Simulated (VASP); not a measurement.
# Sn (I4_1/amd) in VASP: a series of runs, part 2 of 2

VASP 6.6.1. The steps go on from the part before.

### 3 Electric field gradients, PBE (x and y stretched by +2 %, z held)

Contents of INCAR:

```
ALGO     = Normal         # electronic algorithm
EDIFF    = 1E-8           # SCF threshold, eV
ENCUT    = 520            # plane-wave cutoff, eV
GGA      = PE             # functional
ISIF     = 2              # what is computed and relaxed
ISMEAR   = -1             # smearing method
LASPH    = True           # aspherical terms in the spheres
LCHARG   = False          # write CHGCAR
LEFG     = True         
LREAL    = False          # projectors in reciprocal space
LWAVE    = False          # write WAVECAR
NBANDS   = 21             # bands
NELM     = 80             # most SCF steps
PREC     = Accurate       # precision mode
SIGMA    = 0.03           # smearing width, eV
```

Contents of KPOINTS:

```
k-points
0
Gamma
  9 9 9
```

Contents of POSCAR:

```
Sn
1.0
    0.0000000000      3.3105120000      3.2456000000
    3.3105120000      0.0000000000      3.2456000000
    3.3105120000      3.3105120000      0.0000000000
Sn
2
Direct
    0.5000000000      0.5000000000      0.5000000000
    0.7500000000      0.7500000000      0.7500000000
```

Potentials or basis: VASP PAW PBE potentials, release 64 (Sn_d).

Started as:

```bash
$ cat potpaw_PBE.64/Sn_d/POTCAR > POTCAR
$ mpirun -np 1 vasp_std > vasp.out
```

OUTCAR:

```text
EDIFF = 1E-8
   ENCUT = 520
   GGA = PE
   ISIF = 2
   ISMEAR = -1
   LASPH = True
   LREAL = False
   NELM = 80
   PREC = Accurate

 ion  position               nearest neighbor table
   1  0.500  0.500  0.500-   2 2.85   2 2.85   2 2.85   2 2.85
   2  0.750  0.750  0.750-   1 2.85   1 2.85   1 2.85   1 2.85

  LATTYP: Found a body centered tetragonal cell.
 ALAT       =     4.6817709688
 C/A-ratio  =     1.3864838847

  Lattice vectors:

 A1 = (   0.0000000000,  -3.3105120000,  -3.2456000000)
 A2 = (   0.0000000000,   3.3105120000,  -3.2456000000)
 A3 = (   3.3105120000,   0.0000000000,   3.2456000000)

Analysis of symmetry for initial positions (statically):
=====================================================================
 Subroutine PRICEL returns:
 Original cell was already a primitive cell.

 Routine SETGRP: Setting up the symmetry group for a
 body centered tetragonal supercell.

 Subroutine GETGRP returns: Found 16 space group operations
 (whereof  8 operations were pure point group operations)
 out of a pool of 16 trial point group operations.

The static configuration has the point symmetry D_2d.
 The point group associated with its full space group is D_4h.

Analysis of symmetry for dynamics (positions and initial velocities):
=====================================================================
 Subroutine PRICEL returns:
 Original cell was already a primitive cell.

 Routine SETGRP: Setting up the symmetry group for a
 body centered tetragonal supercell.

 Subroutine GETGRP returns: Found 16 space group operations
 (whereof  8 operations were pure point group operations)
 out of a pool of 16 trial point group operations.

[... 157 lines left out ...]
      1     -16.3895      2.00000
      2     -16.3829      2.00000
      3     -16.3829      2.00000
      4     -16.3319      2.00000
      5     -16.3301      2.00000
      6     -16.0576      2.00000
[... 565 lines left out ...]
     20      14.9146      0.00000
     21      15.1904      0.00000

 [... further k-points ...]

------------------------ aborting loop because EDIFF is reached ----------------------------------------

  FORCE on cell =-STRESS in cart. coord.  units (eV):
  Direction    XX          YY          ZZ          XY          YZ          ZX
  --------------------------------------------------------------------------------------
  -------------------------------------------------------------------------------------
  Total        0.5074443      0.5074443      0.7464072      0.0000000      0.0000000      0.0000000
  in kB       11.4283534     11.4283534     16.8101307      0.0000000      0.0000000      0.0000000
  external PRESSURE =      13.2222792 kB  Pullay stress =       0.0000000 kB

 VOLUME and BASIS-vectors are now :
 -----------------------------------------------------------------------------
  energy-cutoff  :      520.00
  volume of cell :       71.14
      direct lattice vectors                 reciprocal lattice vectors
     0.000000000  3.310512000  3.245600000    -0.151034039  0.151034039  0.154054720
     3.310512000  0.000000000  3.245600000     0.151034039 -0.151034039  0.154054720
     3.310512000  3.310512000  0.000000000     0.151034039  0.151034039 -0.154054720

 POSITION                                       TOTAL-FORCE (eV/Angst)
 -----------------------------------------------------------------------------------
      3.31051      3.31051      3.24560         0.000000      0.000000      0.000000
      4.96577      4.96577      4.86840        -0.000000     -0.000000      0.000000
 -----------------------------------------------------------------------------------
    total drift:                                0.000000      0.000000      0.000000

  FREE ENERGIE OF THE ION-ELECTRON SYSTEM (eV)
  ---------------------------------------------------
  free  energy   TOTEN  =        -7.6765700737 eV

  energy  without entropy=       -7.6754653251  energy(sigma->0) =       -7.67601770

 Electric field gradients (V/A^2)
---------------------------------------------------------------------
 ion       V_xx      V_yy      V_zz      V_xy      V_xz      V_yz
---------------------------------------------------------------------
   1      -1.628    -1.628     3.255     0.001     0.002     0.002
   2      -1.628    -1.628     3.255     0.001     0.002     0.002
---------------------------------------------------------------------

 Electric field gradients after diagonalization (V/A^2)
 (convention: |V_zz| > |V_xx| > |V_yy|)
----------------------------------------------------------------------
 ion       V_xx      V_yy      V_zz     asymmetry (V_yy - V_xx)/ V_zz
----------------------------------------------------------------------
   1      -1.629    -1.627     3.255       0.001
   2      -1.629    -1.627     3.255       0.001
----------------------------------------------------------------------

           NMR quadrupolar parameters

 Cq : quadrupolar parameter    Cq=e*Q*V_zz/h
 eta: asymmetry parameters     (V_yy - V_xx)/ V_zz
 Q  : nuclear electric quadrupole moment in mb (millibarn)
----------------------------------------------------------------------
 ion       Cq(MHz)       eta       Q (mb)
----------------------------------------------------------------------
   1       0.008       0.001       1.000
   2       0.008       0.001       1.000
----------------------------------------------------------------------
```

stdout:

```text
POSCAR found type information on POSCAR Sn
 POSCAR found :  1 types and       2 ions
 scaLAPACK will be used
 LDA part: xc-table for (Slater+PW92), standard interpolation
 POSCAR, INCAR and KPOINTS ok, starting setup
 FFT: planning ... GRIDC
 FFT: planning ... GRID_SOFT
 FFT: planning ... GRID
 WAVECAR not read
 entering main loop
ion   1

ion   2
```

Wall time 51 s (1 thread of Intel Xeon 6975P-C (Granite Rapids), shared host); peak memory 0.25 GiB.

What came out:

* Free energy: -7.6766 eV
* Pressure: 1.3 GPa
* Band gap on the k mesh: zero (bands 14 and 15 overlap by 0.11 eV)
* Largest electric field gradient by atom: Sn +3.3 V/Å²

Levels at points of the mesh, in eV from the Fermi level:
| k point | band 11 | band 12 | band 13 | band 14 | band 15 | band 16 | band 17 | band 18 |
| --- | --- | --- | --- | --- | --- | --- | --- | --- |
| (0.00, 0.00, 0.00) | -10.28 | -0.86 | 0.10 | 0.10 | 0.23 | 2.16 | 2.24 | 2.24 |

Electric field gradients, principal values (V/Å²):
```
atom   least  middle  greatest (by size)
1 Sn  -1.627  -1.629               3.255
2 Sn  -1.627  -1.629               3.255
```

Caveat: the cell differs from its parent crystal (x and y stretched by +2 %, z held); without QUAD_EFG the Cq values of the log hold for a quadrupole moment of 1 mb, not for the nuclei; spin-orbit coupling is left out, which moves the levels of the heavy elements.
